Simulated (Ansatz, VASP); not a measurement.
## One calculation of BaTiO3, two programs

INCAR

```
SYSTEM = BaTiO3
PREC     = Accurate       ! precision mode
ENCUT    = 520            ! plane-wave cutoff, eV
EDIFF    = 1E-6           ! SCF threshold, eV
ISMEAR   = -1             ! smearing method
SIGMA    = 0.05           ! smearing width, eV
LREAL    = .False.        ! projectors in reciprocal space
LASPH    = .True.         ! aspherical terms in the spheres
NELM     = 80             ! most SCF steps
ALGO     = Normal         ! electronic algorithm
ISIF     = 2              ! what is computed and relaxed
LWAVE    = .False.        ! write WAVECAR
LCHARG   = .False.        ! write CHGCAR
GGA      = PE             ! functional
NBANDS   = 28             ! bands
```

The input KPOINTS:

```
regular mesh
0
Gamma
  9 9 9
  0 0 0
```

The input POSCAR:

```
BaTiO3
1.0
    2.8276681575      1.6325549719      2.2713769758
   -2.8276681575      1.6325549719      2.2713769758
    0.0000000000     -3.2651099438      2.2713769758
Ba Ti O
1 1 3
Direct
    0.0000000000      0.0000000000      0.0000000000
    0.5140000000      0.5140000000      0.5140000000
    0.4916000000      0.4916000000      0.9815000000
    0.4916000000      0.9815000000      0.4916000000
    0.9815000000      0.4916000000      0.4916000000
```

Input for Ansatz:

```yaml
crystal:
  lattice:
    - [2.8276681575, 1.6325549719, 2.2713769758]
    - [-2.8276681575, 1.6325549719, 2.2713769758]
    - [0.0, -3.2651099438, 2.2713769758]
  atoms:
    - { symbol: Ba, position: [0.0, 0.0, 0.0] }
    - { symbol: Ti, position: [0.514, 0.514, 0.514] }
    - { symbol: O, position: [0.4916, 0.4916, 0.9815] }
    - { symbol: O, position: [0.4916, 0.9815, 0.4916] }
    - { symbol: O, position: [0.9815, 0.4916, 0.4916] }
kpoints:
  mp_grid: { grid: [9, 9, 9] }
  band_path:
    path:
      - [0.0, 0.0, 0.0]
      - [0.5, 0.0, 0.0]
      - [0.5, -0.5, 0.5]
      - [0.4892868697, -0.5107131303, 0.4892868697]
      - [0.4892868697, 0.4892868697, 0.4892868697]
      - [0.0, 0.0, 0.0]
      - [0.5, -0.5, 0.0]
    npoints: 5
scf:
  occupations: { method: fermi_dirac, width: 0.05 }
hamiltonian:
  xc: pbe
  pseudopotentials: { kind: all_electron, lapw: { basis_error: 0.001 } }
output:
  forces: true
  stress: true
  eigenvalues: true
```

Change from the starting cell: zz strain of -2 %.

Alike in both runs: task single point; functional PBE; k mesh 9 × 9 × 9; occupations fermi-dirac, width 0.05 eV; no spin polarisation.

|  | VASP | Ansatz |
| --- | --- | --- |
| version | VASP 6.6.1 | Ansatz 0.2.0 |
| potentials or method | VASP PAW PBE potentials, release 64 (Ba_sv, Ti_sv, O), cutoff 520 eV | all-electron LAPW, scalar-relativistic |

Ansatz gave:

| Property | Result |
| --- | --- |
| gap on the k mesh at the Fermi level (eV) | 2.48 |
| pressure (GPa) | 8.7 |
| traceless stress, the component that is largest in VASP (GPa) | 2.90 |
| rms of the force components (eV/Å) | 0.149 |

Estimate VASP's values.

gap on the k mesh at the Fermi level (eV): 2.43; pressure (GPa): 10.6; traceless stress, the component that is largest in VASP (GPa): 2.96; rms of the force components (eV/Å): 0.175.

Atom by atom the forces differ by 0.030 eV/Å (rms over components). Ansatz ran all-electron here, and VASP with PAW potentials.

Spin-orbit coupling is off throughout.
